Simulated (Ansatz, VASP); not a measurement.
SrFeBiO2 in VASP and in Ansatz

```
Fe O Sr Bi
1.0
     5.37302    0.00000    0.00000
     2.68651   -6.19183    0.00000
     0.00000    0.00000   -5.24858
Fe O Sr Bi
2 4 2 2
Direct
  0.74450 0.51100 0.75000
  0.25550 0.48900 0.25000
  0.24700 0.00000 0.00000
  0.75300 0.00000 0.50000
  0.75300 0.00000 0.00000
  0.24700 0.00000 0.50000
  0.40500 0.19000 0.75000
  0.59500 0.81000 0.25000
  0.07390 0.85220 0.75000
  0.92610 0.14780 0.25000
```

Alike in both runs: task single point; functional PBE; k mesh 4 × 4 × 4; no spin polarisation.

|  | VASP | Ansatz |
| --- | --- | --- |
| version | VASP 6.6.1 | Ansatz 0.2.0 |
| potentials or method | VASP PAW PBE potentials, release 64 (Fe, O, Sr_sv, Bi_d), cutoff 520 eV | PAW plane waves |
| occupations | fermi-dirac, width 0.1 eV | fermi-dirac |
| valence electrons in the cell | 90 | 106 |

Ansatz gave:

```
gap on the k mesh at the Fermi level (eV)                     : none
pressure (GPa)                                                : 25.8
traceless stress, the component that is largest in VASP (GPa) : 3.76
rms of the force components (eV/Å)                            : 1.929
```

**Question.** Estimate VASP's values.

**Answer.** gap on the k mesh at the Fermi level (eV): none; pressure (GPa): 26.5; traceless stress, the component that is largest in VASP (GPa): 3.83; rms of the force components (eV/Å): 1.983.

Atom by atom the forces differ by 0.067 eV/Å (rms over components). A gap of «none» marks a metal or a gap that the smearing closes. VASP's potentials hold 90 valence electrons a cell and Ansatz's 106, so a difference there can come from the potentials and not from the codes.

Neither program's run includes spin-orbit coupling.
